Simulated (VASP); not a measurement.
Here is a VASP 6.6.1 calculation.

INCAR

```
PREC = Accurate
ENCUT = 520
EDIFF = 1E-6
ISMEAR = -1
SIGMA = 0.1
LREAL = False
LASPH = True
NELM = 150
ALGO = Normal
ISIF = 2
LWAVE = False
LCHARG = False
ISPIN = 2
MAGMOM = 9.1 0
LORBIT = 11
LMAXMIX = 6
GGA = CA
NBANDS = 21
```

File KPOINTS:

```
regular mesh
0
Gamma
  6 6 6
```

File POSCAR:

```
GdMg
1.0
    3.8240000000      0.0000000000      0.0000000000
    0.0000000000      3.8240000000      0.0000000000
    0.0000000000      0.0000000000      3.8240000000
Gd Mg
1 1
Direct
    0.0000000000      0.0000000000      0.0000000000
    0.5000000000      0.5000000000      0.5000000000
```

Potentials or basis: VASP PAW PBE potentials, release 64 (Gd, Mg).

The run is started by

```bash
$ cat potpaw_PBE.64/Gd/POTCAR potpaw_PBE.64/Mg/POTCAR > POTCAR
$ mpirun -np 1 vasp_std > vasp.out
```

**Question.** Estimate the site moments.

**Answer.** Gd +6.84; Mg +0.00 μB.

**Question.** Predict the pressure.

**Answer.** -2.5 GPa.

Caveat: the PAW data sets were made with another functional, which shifts forces and pressure a little. The state reached can hang on the start; a lower one may exist.
